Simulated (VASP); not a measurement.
# HfN (I4/mmm) in VASP: further runs

HfN is run at these levels: PBE; tasks: single point.

Everything below comes from runs of VASP 6.6.1. Logs are shortened: lines on timing, memory, paths and dates and some standing lists are left out, and cuts for length are marked.

## (1) The cell of the first run

The structure is tetragonal, space group I4/mmm (No. 139). Conventional cell: a = 3.377 Å, b = 3.377 Å, c = 4.548 Å, α = 90.00°, β = 90.00°, γ = 90.00°. Hf (site symmetry 4/mmm) has 6 N at 2.27 to 2.39 Å within 3.0 Å. N (site symmetry 4/mmm) has 6 Hf at 2.27 to 2.39 Å within 3.0 Å.

## (2) Single point, PBE (strain +0.050 along x and y, +0.000 along z)

INCAR reads:

```
  ALGO = Normal
  EDIFF = 1E-6
  ENCUT = 520
  GGA = PE
  ISIF = 2
  ISMEAR = 0
  LASPH = T
  LCHARG = F
  LREAL = F
  LWAVE = F
  NBANDS = 14
  NELM = 100
  PREC = Accurate
  SIGMA = 0.15
```

KPOINTS reads:

```
k-points
0
Gamma
  22 22 22
```

POSCAR reads:

```
HfN
1.0
    0.0000000000      2.3875913865      2.2738965586
    2.3875913865      0.0000000000      2.2738965586
    2.3875913865      2.3875913865      0.0000000000
Hf N
1 1
Direct
    0.0000000000      0.0000000000      0.0000000000
    0.5000000000      0.5000000000      0.5000000000
```

Potentials or basis: VASP PAW PBE potentials, release 64 (Hf_pv, N).

Run with:

```console
$ cat potpaw_PBE.64/Hf_pv/POTCAR potpaw_PBE.64/N/POTCAR > POTCAR
$ mpirun -np 1 vasp_std > vasp.out
```

OUTCAR:

```text
EDIFF = 1E-6
   ENCUT = 520
   GGA = PE
   ISIF = 2
   ISMEAR = 0
   LASPH = T
   LREAL = F
   NELM = 100
   PREC = Accurate

 ion  position               nearest neighbor table
   1  0.000  0.000  0.000-   2 2.27   2 2.27   2 2.39   2 2.39   2 2.39   2 2.39
   2  0.500  0.500  0.500-   1 2.27   1 2.27   1 2.39   1 2.39   1 2.39   1 2.39

  LATTYP: Found a body centered tetragonal cell.
 ALAT       =     3.3765641202
 C/A-ratio  =     1.3468700594

  Lattice vectors:

 A1 = (   0.0000000000,  -2.3875913865,  -2.2738965586)
 A2 = (   0.0000000000,   2.3875913865,  -2.2738965586)
 A3 = (   2.3875913865,   0.0000000000,   2.2738965586)

Analysis of symmetry for initial positions (statically):
=====================================================================
 Subroutine PRICEL returns:
 Original cell was already a primitive cell.

 Routine SETGRP: Setting up the symmetry group for a
 body centered tetragonal supercell.

 Subroutine GETGRP returns: Found 16 space group operations
 (whereof 16 operations were pure point group operations)
 out of a pool of 16 trial point group operations.

The static configuration has the point symmetry D_4h.

Analysis of symmetry for dynamics (positions and initial velocities):
=====================================================================
 Subroutine PRICEL returns:
 Original cell was already a primitive cell.

 Routine SETGRP: Setting up the symmetry group for a
 body centered tetragonal supercell.

 Subroutine GETGRP returns: Found 16 space group operations
 (whereof 16 operations were pure point group operations)
 out of a pool of 16 trial point group operations.

The dynamic configuration has the point symmetry D_4h.

 Subroutine INISYM returns: Found 16 space group operations
 (whereof 16 operations are pure point group operations),
 and found     1 'primitive' translations

----------------------------------------------------------------------------------------

                                     Primitive cell

  volume of cell :      25.9251

  direct lattice vectors                    reciprocal lattice vectors
     0.000000000  2.387591387  2.273896559    -0.209416068  0.209416068  0.219886871
     2.387591387  0.000000000  2.273896559     0.209416068 -0.209416068  0.219886871
     2.387591387  2.387591387  0.000000000     0.209416068  0.209416068 -0.219886871

  length of vectors
     3.297150010  3.297150010  3.376564120     0.368863681  0.368863681  0.368863681

  position of ions in fractional coordinates (direct lattice)
     0.000000000  0.000000000  0.000000000
     0.500000000  0.500000000  0.500000000

  ion indices of the primitive-cell ions
   primitive index   ion index
                 1           1
                 2           2

----------------------------------------------------------------------------------------

 KPOINTS: k-points

Automatic generation of k-mesh.
 Grid dimensions read from file:
 generate k-points for:   22   22   22

 Generating k-lattice:

  Cartesian coordinates                     Fractional coordinates (reciprocal lattice)
    -0.009518912  0.009518912  0.009994858     0.045454545  0.000000000  0.000000000
     0.009518912 -0.009518912  0.009994858     0.000000000  0.045454545  0.000000000
     0.009518912  0.009518912 -0.009994858    -0.000000000 -0.000000000  0.045454545

  Length of vectors
     0.016766531  0.016766531  0.016766531

  Shift w.r.t. Gamma in fractional coordinates (k-lattice)
     0.000000000  0.000000000  0.000000000

 Subroutine IBZKPT returns following result:
 ===========================================

 Found    834 irreducible k-points:

 Following reciprocal coordinates:
            Coordinates               Weight
  0.000000  0.000000  0.000000      1.000000
  0.045455  0.000000  0.000000      8.000000
  0.090909  0.000000  0.000000      8.000000
  0.136364  0.000000  0.000000      8.000000
  0.181818  0.000000  0.000000      8.000000
  0.227273  0.000000  0.000000      8.000000
[... 16 lines left out ...]
  0.500000  0.045455  0.000000      8.000000
 -0.454545  0.045455  0.000000      8.000000
 [... further k-points ...]
   k-points           NKPTS =    834   k-points in BZ     NKDIM =    834   number of bands    NBANDS=     14
   number of dos      NEDOS =    301   number of ions     NIONS =      2
   total plane-waves  NPLWV =  21952
   dimension x,y,z NGX =    28 NGY =   28 NGZ =   28
   dimension x,y,z NGXF=    56 NGYF=   56 NGZF=   56
   ions per type =               1   1
   NGX,Y,Z   is equivalent  to a cutoff of  14.12, 14.12, 13.79 a.u.
   NGXF,Y,Z  is equivalent  to a cutoff of  28.24, 28.24, 27.57 a.u.
 SYSTEM =  unknown system
   PREC   = accura    normal or accurate (medium, high low for compatibility)
   ISTART =      0    job   : 0-new  1-cont  2-samecut
   ICHARG =      2    charge: 1-file 2-atom 10-const
   ISPIN  =      1    spin polarized calculation?
   LNONCOLLINEAR =      F non collinear calculations
   LSORBIT =      F    spin-orbit coupling
   LASPH  =      T    aspherical Exc in radial PAW
   ENCUT  =  520.0 eV  38.22 Ry    6.18 a.u.   6.13  6.13  6.28*2*pi/ulx,y,z
   NELM   =    100;   NELMIN=  2; NELMDL= -5     # of ELM steps
   EDIFF  = 0.1E-05   stopping-criterion for ELM
   LREAL  =      F    real-space projection
   EDIFFG = 0.1E-04   stopping-criterion for IOM
   NSW    =      0    number of steps for IOM
   IBRION =     -1    ionic relax: 0-MD 1-quasi-New 2-CG
   NFREE  =      0    steps in history (QN), initial steepest desc. (CG)
   ISIF   =      2    stress and relaxation
   ISYM   =      2    0-nonsym 1-usesym 2-fastsym
   POTIM  = 0.5000    time-step for ionic-motion
   TEBEG  =    0.0;   TEEND  =   0.0 temperature during run
   PSTRESS=    0.0 pullay stress
   NELECT =      15.0000    total number of electrons
   NUPDOWN=      -1.0000    fix difference up-down
   EMIN   =  10.00;   EMAX   =-10.00  energy-range for DOS
   EFERMI =   0.00;   METHOD = LEGACY
   ISMEAR =     0;   SIGMA  =   0.15  broadening in eV -4-tet -1-fermi 0-gaus
   EFERMI_NEDOS =   21; number of points for ismear=-14 and -15
   IALGO  =     38    algorithm
   IMIX   =      4    mixing-type and parameters
     AMIX     =   0.40;   BMIX     =  1.00
     AMIX_MAG =   1.60;   BMIX_MAG =  1.00
  volume/ion in A,a.u.               =      12.96        87.48
  Fermi-wavevector in a.u.,A,eV,Ry     =   1.364159  2.577887 25.319489  1.860930
  Thomas-Fermi vector in A             =   2.490499
   LORBIT       =      0    0 simple, 1 ext, 2 COOP (PROOUT), +10 PAW based schemes
   GGA     = PE    functional components
   LHFCALC =     F    Hartree Fock is set to
   AEXX    =    0.0000 exact exchange contribution
   IVDW    =     0    specifies the selected vdW correction
   LEPSILON=     F    determine dielectric tensor
   LRPA    =     F    only Hartree local field effects (RPA)
 non-spin polarized calculation
 Gauss-broadening in eV      SIGMA  =   0.15
  energy-cutoff  :      520.00
  volume of cell :       25.93
 maximum number of plane-waves:       716
 NGX is ok and might be reduce to    28
   NGX = 13   NGY = 13   NGZ = 13

 number of electron      15.0000000 magnetization

 Free energy of the ion-electron system (eV)
  ---------------------------------------------------
  ext. energy  EPLUGINS =         0.00000000
  ---------------------------------------------------
  free energy    TOTEN  =       -21.52172966 eV

  energy without entropy =      -21.51372516  energy(sigma->0) =      -21.51772741

 E-fermi :   7.3674     XC(G=0): -12.1231

 val. band max:        7.3578461431   @ k =  -0.1364  -0.0000   0.0455
 cond. band min:       7.3678543019   @ k =  -0.4091   0.3636   0.1818
 fundamental gap:      0.0100081588
 Fermi energy:         7.3674338672

 k-point     1 :       0.0000    0.0000    0.0000
  band No.  band energies     occupation
      1     -24.2508      2.00000
      2     -24.2508      2.00000
      3     -24.1841      2.00000
      4      -9.4555      2.00000
      5       4.4409      2.00000
      6       4.4409      2.00000
      7       4.6020      2.00000
      8       6.9316      1.99996
      9       6.9316      1.99996
     10       7.3951      0.79388
     11       7.7522      0.00029
     12       8.7401      0.00000
     13       9.7980      0.00000
     14      16.6777      0.00000

 k-point     2 :       0.0455    0.0000    0.0000
  band No.  band energies     occupation
      1     -24.2597      2.00000
      2     -24.2525      2.00000
      3     -24.1892      2.00000
      4      -9.4181      2.00000
      5       4.2401      2.00000
      6       4.3297      2.00000
      7       4.4723      2.00000
      8       6.9963      1.99953
      9       7.0034      1.99940
     10       7.4346      0.52667
     11       7.9291      0.00000
     12       8.8739      0.00000
     13       9.9409      0.00000
     14      16.8186      0.00000

 k-point     3 :       0.0909    0.0000    0.0000
  band No.  band energies     occupation
      1     -24.2904      2.00000
      2     -24.2574      2.00000
      3     -24.1994      2.00000
      4      -9.3080      2.00000
      5       3.7180      2.00000
      6       4.0442      2.00000
      7       4.1733      2.00000
      8       7.1300      1.97484
      9       7.1972      1.89158
     10       7.5364      0.11112
     11       8.4039      0.00000
     12       9.2463      0.00000
     13      10.3368      0.00000
     14      17.2234      0.00000
[... 324 lines left out ...]
 k-point    23 :       0.5000    0.0455    0.0000
  band No.  band energies     occupation
      1     -24.8345      2.00000
      2     -24.3359      2.00000
      3     -24.2540      2.00000
      4      -7.3379      2.00000
      5      -0.7878      2.00000
      6       1.7527      2.00000
      7       1.7616      2.00000
      8       9.7834      0.00000
      9      10.3594      0.00000
     10      10.7082      0.00000
     11      11.5291      0.00000
     12      14.2848      0.00000
     13      15.1772      0.00000
     14      17.7933      0.00000

 k-point    24 :      -0.4545    0.0455    0.0000
  band No.  band energies     occupation
      1     -24.8293      2.00000
      2     -24.3329      2.00000
      3     -24.2557      2.00000
      4      -7.3702      2.00000
      5      -0.7470      2.00000
      6       1.7550      2.00000
      7       1.8032      2.00000
      8       9.9382      0.00000
      9      10.1118      0.00000
     10      10.5433      0.00000
     11      11.6749      0.00000
     12      14.3672      0.00000
     13      15.0181      0.00000
     14      17.6324      0.00000

 [... further k-points ...]

------------------------ aborting loop because EDIFF is reached ----------------------------------------

  FORCE on cell =-STRESS in cart. coord.  units (eV):
  Direction    XX          YY          ZZ          XY          YZ          ZX
  --------------------------------------------------------------------------------------
  -------------------------------------------------------------------------------------
  Total       -4.2679417     -4.2679417     -1.9649560      0.0000000      0.0000000     -0.0000000
  in kB     -263.7596464   -263.7596464   -121.4346701      0.0000000      0.0000000     -0.0000000
  external PRESSURE =    -216.3179876 kB  Pullay stress =       0.0000000 kB

 VOLUME and BASIS-vectors are now :
 -----------------------------------------------------------------------------
  energy-cutoff  :      520.00
  volume of cell :       25.93
      direct lattice vectors                 reciprocal lattice vectors
     0.000000000  2.387591387  2.273896559    -0.209416068  0.209416068  0.219886871
     2.387591387  0.000000000  2.273896559     0.209416068 -0.209416068  0.219886871
     2.387591387  2.387591387  0.000000000     0.209416068  0.209416068 -0.219886871

 POSITION                                       TOTAL-FORCE (eV/Angst)
 -----------------------------------------------------------------------------------
      0.00000      0.00000      0.00000         0.000000     -0.000000      0.000000
      2.38759      2.38759      2.27390        -0.000000      0.000000     -0.000000
 -----------------------------------------------------------------------------------
    total drift:                                0.000000      0.000000      0.000000

  FREE ENERGIE OF THE ION-ELECTRON SYSTEM (eV)
  ---------------------------------------------------
  free  energy   TOTEN  =       -21.5217296639 eV

  energy  without entropy=      -21.5137251648  energy(sigma->0) =      -21.51772741
```

It took 2.5 min on 1 thread of AMD EPYC 9R45 (Zen 5), shared host; peak memory 0.39 GiB.

Results:

- Free energy: -21.5217 eV
- Pressure: -21.6 GPa
- Band gap on the k mesh: zero (an odd number of electrons rules out a gap without spin polarisation)

Stress tensor (GPa, compression positive):
```
-26.38   0.00   0.00
  0.00 -26.38   0.00
  0.00   0.00 -12.14
```

Levels at points of the mesh, in eV from the Fermi level:
| k point | band 4 | band 5 | band 6 | band 7 | band 8 | band 9 | band 10 | band 11 | band 12 | band 13 |
| --- | --- | --- | --- | --- | --- | --- | --- | --- | --- | --- |
| (0.00, 0.00, 0.00) | -16.82 | -2.93 | -2.93 | -2.77 | -0.44 | -0.44 | 0.03 | 0.38 | 1.37 | 2.43 |
| (0.50, 0.00, 0.00) | -14.68 | -8.21 | -5.64 | -5.63 | 2.71 | 3.09 | 3.32 | 3.82 | 7.01 | 7.80 |
| (0.50, 0.50, 0.00) | -15.77 | -5.06 | -3.73 | -3.73 | -3.40 | 3.51 | 4.28 | 4.67 | 4.67 | 6.98 |
| (0.50, 0.00, 0.50) | -15.82 | -5.48 | -3.58 | -3.45 | -3.26 | 3.19 | 4.37 | 4.65 | 4.91 | 6.49 |

Caveat: the cell differs from its parent crystal (strain +0.050 along x and y, +0.000 along z); the cell stands under tension; spin-orbit coupling is left out, which moves the levels of the heavy elements.

## (3) Single point, PBE (strain -0.050 along x and y, +0.050 along z)

INCAR reads:

```
SYSTEM = HfN
ALGO     = Normal         ! electronic algorithm
EDIFF    = 1E-6           ! SCF threshold, eV
ENCUT    = 520            ! plane-wave cutoff, eV
GGA      = PE             ! functional
ISIF     = 2              ! what is computed and relaxed
ISMEAR   = 0              ! smearing method
LASPH    = .TRUE.         ! aspherical terms in the spheres
LCHARG   = .FALSE.        ! write CHGCAR
LREAL    = .FALSE.        ! projectors in reciprocal space
LWAVE    = .FALSE.        ! write WAVECAR
NBANDS   = 14             ! bands
NELM     = 80             ! most SCF steps
PREC     = Accurate       ! precision mode
SIGMA    = 0.15           ! smearing width, eV
```

KPOINTS reads:

```
k-points
0
G
  22 22 22
  0 0 0
```

POSCAR reads:

```
HfN
1.0
    0.0000000000      2.1602017307      2.3875913865
    2.1602017307      0.0000000000      2.3875913865
    2.1602017307      2.1602017307      0.0000000000
Hf N
1 1
Direct
    0.0000000000      0.0000000000      0.0000000000
    0.5000000000      0.5000000000      0.5000000000
```

Potentials or basis: VASP PAW PBE potentials, release 64 (Hf_pv, N).

Run with:

```console
$ cat potpaw_PBE.64/Hf_pv/POTCAR potpaw_PBE.64/N/POTCAR > POTCAR
$ mpirun -np 1 vasp_std > vasp.out
```

Run time: 1.9 min. Hardware: 1 thread of AMD EPYC 9R45 (Zen 5), shared host; peak memory 0.35 GiB.

The run converged. Its results:

- Free energy: -21.4660 eV
- Pressure: 20.3 GPa
- Band gap on the k mesh: zero (an odd number of electrons rules out a gap without spin polarisation)

Stress tensor (GPa, compression positive):
```
 37.62   0.00   0.00
  0.00  37.62   0.00
  0.00   0.00 -14.45
```

Levels at points of the mesh, in eV from the Fermi level:
```tsv
k point	band 4	band 5	band 6	band 7	band 8	band 9	band 10	band 11	band 12	band 13
(0.00, 0.00, 0.00)	-17.79	-3.42	-2.94	-2.94	-1.15	-0.14	0.05	0.05	2.78	3.68
(0.50, 0.00, 0.00)	-14.76	-9.14	-6.56	-6.45	3.45	3.64	4.36	4.43	7.51	10.54
(0.50, 0.50, 0.00)	-16.78	-6.09	-3.84	-3.44	-3.44	4.30	5.66	5.66	5.95	8.10
(0.50, 0.00, 0.50)	-16.71	-5.04	-4.10	-4.04	-3.62	3.53	4.84	6.56	6.84	8.99
```

Caveat: the cell differs from its parent crystal (strain -0.050 along x and y, +0.050 along z); the cell stands under pressure; spin-orbit coupling is left out, which moves the levels of the heavy elements.

## (4) Single point, PBE (strain +0.000 along x and y, -0.050 along z)

INCAR reads:

```
SYSTEM = HfN
PREC = Accurate
ENCUT = 520
EDIFF = 1E-6
ISMEAR = 0
SIGMA = 0.15
LREAL = .False.
LASPH = .True.
NELM = 80
ALGO = Normal
ISIF = 2
LWAVE = .False.
LCHARG = .False.
GGA = PE
NBANDS = 14
```

KPOINTS reads:

```
regular mesh
0
Gamma
  22 22 22
  0 0 0
```

POSCAR reads:

```
HfN
1.0
    0.0000000000      2.2738965586      2.1602017307
    2.2738965586      0.0000000000      2.1602017307
    2.2738965586      2.2738965586      0.0000000000
Hf N
1 1
Direct
    0.0000000000      0.0000000000      0.0000000000
    0.5000000000      0.5000000000      0.5000000000
```

Run with:

```console
$ cat potpaw_PBE.64/Hf_pv/POTCAR potpaw_PBE.64/N/POTCAR > POTCAR
$ mpirun -np 1 vasp_std > vasp.out
```

It took 1.9 min on 1 thread of AMD EPYC 9R45 (Zen 5), shared host; peak memory 0.34 GiB.

It converged, with:

```
Free energy            : -21.6483 eV
Pressure               : 14.5 GPa
Band gap on the k mesh : zero (an odd number of electrons rules out a gap without spin polarisation)
```

Stress tensor (GPa, compression positive):
```
 3.71  0.00  0.00
 0.00  3.71  0.00
 0.00  0.00 36.13
```

Levels at points of the mesh, in eV from the Fermi level:
| k point | band 5 | band 6 | band 7 | band 8 | band 9 | band 10 | band 11 | band 12 |
| --- | --- | --- | --- | --- | --- | --- | --- | --- |
| (0.00, 0.00, 0.00) | -3.18 | -3.18 | -2.87 | -0.56 | -0.56 | 0.03 | 1.24 | 1.63 |
| (0.50, 0.00, 0.00) | -9.09 | -6.41 | -6.37 | 3.33 | 3.80 | 4.09 | 4.55 | 8.58 |
| (0.50, 0.50, 0.00) | -5.01 | -4.07 | -3.89 | -3.89 | 4.29 | 5.75 | 5.75 | 5.93 |
| (0.50, 0.00, 0.50) | -5.61 | -3.90 | -3.78 | -3.47 | 3.97 | 5.38 | 6.08 | 6.26 |

Caveat: the cell differs from its parent crystal (strain +0.000 along x and y, -0.050 along z); the cell stands under pressure; spin-orbit coupling is left out, which moves the levels of the heavy elements.

## (5) Single point, PBE (strain +0.025 along x and y, -0.050 along z)

INCAR reads:

```
PREC = Accurate
ENCUT = 520
EDIFF = 1E-6
ISMEAR = 0
SIGMA = 0.15
LREAL = F
LASPH = T
NELM = 80
ALGO = Normal
ISIF = 2
LWAVE = F
LCHARG = F
GGA = PE
NBANDS = 14
```

KPOINTS reads:

```
Automatic mesh
0
Gamma
  22 22 22
```

POSCAR reads:

```
HfN
1.0
    0.0000000000      2.3307439726      2.1602017307
    2.3307439726      0.0000000000      2.1602017307
    2.3307439726      2.3307439726      0.0000000000
Hf N
1 1
Direct
    0.0000000000      0.0000000000      0.0000000000
    0.5000000000      0.5000000000      0.5000000000
```

Run with:

```console
$ cat potpaw_PBE.64/Hf_pv/POTCAR potpaw_PBE.64/N/POTCAR > POTCAR
$ mpirun -np 1 vasp_std > vasp.out
```

Run time: 2.2 min. Hardware: 1 thread of AMD EPYC 9R45 (Zen 5), shared host; peak memory 0.36 GiB.

It converged, with:

| Item | Value |
| --- | --- |
| Free energy | -21.6186 eV |
| Pressure | 1.9 GPa |
| Band gap on the k mesh | zero (an odd number of electrons rules out a gap without spin polarisation) |

Stress tensor (GPa, compression positive):
```
-11.44   0.00   0.00
  0.00 -11.44   0.00
  0.00   0.00  28.61
```

Levels at points of the mesh, in eV from the Fermi level:
```tsv
k point	band 5	band 6	band 7	band 8	band 9	band 10	band 11	band 12
(0.00, 0.00, 0.00)	-3.15	-3.15	-2.75	-0.59	-0.59	0.22	0.59	1.35
(0.50, 0.00, 0.00)	-8.81	-6.19	-6.16	3.02	3.63	3.96	4.25	7.74
(0.50, 0.50, 0.00)	-4.85	-3.94	-3.94	-3.89	4.04	5.34	5.34	5.34
(0.50, 0.00, 0.50)	-5.67	-3.75	-3.64	-3.36	3.43	4.86	5.77	5.94
```

Caveat: the cell differs from its parent crystal (strain +0.025 along x and y, -0.050 along z); spin-orbit coupling is left out, which moves the levels of the heavy elements.

## (6) Overview

| cell | gap on the mesh (eV) | pressure (GPa) |
| --- | --- | --- |
| a = 3.297, b = 3.297, c = 3.377 Å, angles 59.2, 59.2, 61.6°, 2 atoms | none | -21.6 |
| a = 3.220, b = 3.220, c = 3.055 Å, angles 61.7, 61.7, 56.6°, 2 atoms | none | 20.3 |
| a = 3.136, b = 3.136, c = 3.216 Å, angles 59.2, 59.2, 61.7°, 2 atoms | none | 14.5 |
| a = 3.178, b = 3.178, c = 3.296 Å, angles 58.8, 58.8, 62.5°, 2 atoms | none | 1.9 |

Alike in all rows: task single point; level PBE; potentials or basis VASP PAW PBE potentials, release 64 (Hf_pv, N); no spin polarisation; k mesh 22 × 22 × 22; cutoff (eV) 520; smearing gaussian 0.15 eV.

Caveats: spin-orbit coupling is left out, which moves the levels of the heavy elements; the cell stands under pressure (at least some runs); the cell stands under tension (at least some runs).

Absolute energies hang on the potentials; compare differences alone.
